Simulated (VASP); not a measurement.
Cd4Te3, 7 atoms in the cell. The cell holds a slab with vacuum, 7 atoms: a = 4.679 Å, b = 4.679 Å, c = 24.926 Å, α = 90.00°, β = 90.00°, γ = 90.00°. 

| Item | Value |
| --- | --- |
| Program | VASP 6.6.1 |
| Task | single point |
| Functional | PBE |
| Potentials or basis | VASP PAW PBE potentials, release 64 (Cd, Te) |
| Cutoff | 520 eV |
| k mesh | 8 × 8 × 1 |
| Occupations | gaussian, width 0.05 eV |
| Spin | no spin polarisation |
| Dipole correction | yes |
| Further INCAR settings | ALGO = Normal; EDIFF = 1e-06; NBANDS = 42 |

Potentials or basis: VASP PAW PBE potentials, release 64 (Cd, Te).

The run is started by

```bash
$ cat potpaw_PBE.64/Cd/POTCAR potpaw_PBE.64/Te/POTCAR > POTCAR
$ mpirun -np 1 vasp_std > vasp.out
```

Hardware: 1 thread of Intel(R) Xeon(R) Platinum 8259CL CPU @ 2.50GHz (Skylake/Cascade Lake), with other jobs on the host.

Question: Estimate the wall time of this run.

Answer: It took 9.5 min on 1 thread of Intel(R) Xeon(R) Platinum 8259CL CPU @ 2.50GHz (Skylake/Cascade Lake) (shared host), peak memory 0.67 GiB. Counts: scf iterations 20, k points 15.
